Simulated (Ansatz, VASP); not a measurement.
**One calculation of Ru, two programs**

```
Ru
1.0
     0.00000    2.63311    2.63311
     2.63311    0.00000    2.63311
     2.63311    2.63311    0.00000
Ru
2
Direct
  0.87500 0.87500 0.87500
  0.12500 0.12500 0.12500
```

Change from the starting cell: volume scaled by 0.9, LAPW.

Alike in both runs: task single point; functional PBE; k mesh 14 × 14 × 14; occupations fermi-dirac, width 0.05 eV; no spin polarisation.

```csv
,VASP,Ansatz
version,VASP 6.6.1,Ansatz 0.2.0
potentials or method,"VASP PAW PBE potentials, release 64 (Ru_pv), cutoff 520 eV","all-electron LAPW, scalar-relativistic"
```

Ansatz gave:

* pressure (GPa): 22.1

Q: Which values does VASP return?

A: Pressure (GPa): 22.6.

Ansatz ran all-electron here, and VASP with PAW potentials.
